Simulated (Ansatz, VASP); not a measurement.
**Two plane-wave programs on Cd**

```xyz
2
Lattice="2.8920 0.0000 0.0000 -1.4460 2.5046 0.0000 0.0000 0.0000 5.2191" Properties=species:S:1:pos:R:3 pbc="T T T"
Cd    0.0000    1.6697    1.3048
Cd    1.4460    0.8349    3.9143
```

Alike in both runs: task single point; functional LDA; k mesh 24 × 24 × 14; occupations fermi-dirac, width 0.1 eV; no spin polarisation.

|  | VASP | Ansatz |
| --- | --- | --- |
| version | VASP 6.6.1 | Ansatz 0.2.0 |
| potentials or method | VASP PAW LDA potentials, release 64 (Cd_sv_GW) | PAW with Ansatz's default frozen-core files, scalar-relativistic |
| plane-wave cutoff (eV) | 630 | 420 |
| valence electrons in the cell | 40 | 40 |

Ansatz gave:

- gap on the k mesh at the Fermi level (eV): none
- pressure (GPa): 4.2
- traceless stress, the component that is largest in VASP (GPa): 0.02

Q: What did VASP give for the same quantities?

A: gap on the k mesh at the Fermi level (eV): none; pressure (GPa): 4.1; traceless stress, the component that is largest in VASP (GPa): -0.07.

LDA's correlation is that of Perdew and Zunger in VASP and of Perdew and Wang (1992) in Ansatz. A gap of «none» marks a metal or a gap that the smearing closes.
